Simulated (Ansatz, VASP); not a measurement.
**Two plane-wave programs on AlO2**

```xyz
3
Lattice="2.1426 0.0000 0.0000 0.0000 4.0714 0.0000 0.0000 0.0000 4.6414" Properties=species:S:1:pos:R:3 pbc="T T T"
Al    1.0713    0.0000    2.3207
O     1.0713    0.0000    3.8879
O     1.0713    0.0000    0.7535
```

Alike in both runs: task single point; functional PBE; k mesh 8 × 4 × 4; occupations gaussian, width 0.1 eV; no spin polarisation.

```csv
,VASP,Ansatz
version,VASP 6.6.1,Ansatz 0.2.0
potentials or method,"VASP PAW PBE potentials, release 64 (Al, O), cutoff 520 eV","scalar-relativistic, plane waves, PAW"
valence electrons in the cell,15,15
```

```csv
,VASP,Ansatz,Ansatz less VASP
gap on the k mesh at the Fermi level (eV),none,none,-
rms of the force components (eV/Å),2.874,2.843,-0.0312
```

Atom by atom the forces differ by 0.031 eV/Å (rms over components). A gap of «none» marks a metal or a gap that the smearing closes.

The k mesh is coarse, so the values compare programs but aren't converged.
